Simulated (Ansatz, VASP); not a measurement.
**One calculation of GaN, two programs**

```xyz
4
Lattice="3.1317 0.0000 0.0000 -1.5659 2.7122 0.0000 0.0000 0.0000 5.3550" Properties=species:S:1:pos:R:3 pbc="T T T"
Ga    0.0000    1.8081    5.3502
Ga    1.5659    0.9041    2.6727
N     0.0000    1.8081    2.0129
N     1.5659    0.9041    4.6904
```

Alike in both runs: task single point; functional r2SCAN; k mesh 12 × 12 × 6; occupations gaussian, width 0.05 eV; no spin polarisation.

```csv
,VASP,Ansatz
version,VASP 6.6.1,Ansatz 0.2.0
potentials or method,"VASP PAW PBE potentials, release 64 (Ga_d, N), cutoff 520 eV","scalar-relativistic, plane waves, PAW"
valence electrons in the cell,36,36
```

```tsv
	VASP	Ansatz	Ansatz less VASP
gap on the k mesh at the Fermi level (eV)	2.15	2.16	+0.009
least direct gap on the mesh (eV)	2.15	2.16	+0.009
pressure (GPa)	1.8	0.7	-1.08
traceless stress, the component that is largest in VASP (GPa)	-12.57	-12.33	+0.241
rms of the force components (eV/Å)	0.238	0.225	-0.0133
```

VASP's potentials were made for PBE, not for r2SCAN. Atom by atom the forces differ by 0.013 eV/Å (rms over components).
